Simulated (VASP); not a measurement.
Set up this calculation in VASP 6.6.1, as the native input.

* Task: relaxation of cell and atoms
* Functional: LDA
* Potentials or basis: VASP PAW LDA potentials, release 64 (Ge_d)
* Cutoff: 600 eV
* k mesh: 18 × 18 × 10
* Occupations: fermi-dirac, width 0.1 eV
* Spin: no spin polarisation
* Target pressure: 240 GPa
* Dipole correction: no
* Further INCAR settings: ALGO = Normal; EDIFF = 1e-06; IBRION = 2; EDIFFG = -0.005; NSW = 32; ISIF = 3

The structure of Ge lies in POSCAR:

```
Ge
1.0
    2.3424009860      0.0000000000      0.0000000000
   -1.1712004930      2.0285787598      0.0000000000
    0.0000000000      0.0000000000      3.8340493690
Ge
2
Direct
    0.3333333333      0.6666666667      0.2500000000
    0.6666666667      0.3333333333      0.7500000000
```

This isn't the form of Ge at room conditions, which is diamond.

The input as run:

INCAR

```
PREC = Accurate ; ENCUT = 600
EDIFF = 1E-6 ; ISMEAR = -1
SIGMA = 0.1 ; LREAL = False
LASPH = True ; NELM = 100
ALGO = Normal ; ISIF = 3
LWAVE = False ; LCHARG = False
GGA = CA ; IBRION = 2
NSW = 32 ; EDIFFG = -0.005
PSTRESS = 2400.0
```

KPOINTS

```
regular mesh
0
Gamma
  18 18 10
```

Potentials or basis: VASP PAW LDA potentials, release 64 (Ge_d).

Command:

```console
$ cat potpaw_LDA.64/Ge_d/POTCAR > POTCAR
$ mpirun -np 1 vasp_std > vasp.out
```

Results of the run:

```json
{"Relaxed volume": "9.14 Å³/atom", "Relaxed cell": "a = 2.345 Å, b = 2.345 Å, c = 3.838 Å, α = 90.00°, β = 90.00°, γ = 120.00°", "Space group after relaxing (to 0.1 Å)": "P6_3/mmc (No. 194)", "Energy change on relaxing (the run minimises the enthalpy)": "-47.2 meV/atom", "Ionic steps": "8", "Pressure after relaxing": "240.0 GPa", "Band gap on the k mesh": "zero (bands 14 and 15 overlap by 18.49 eV)"}
```

Caveat: the cell is relaxed towards a set pressure, so the run minimises the enthalpy, not the energy.

Wall time 6 min on 1 thread of Intel Xeon 8259CL (shared host), peak memory 0.19 GiB.
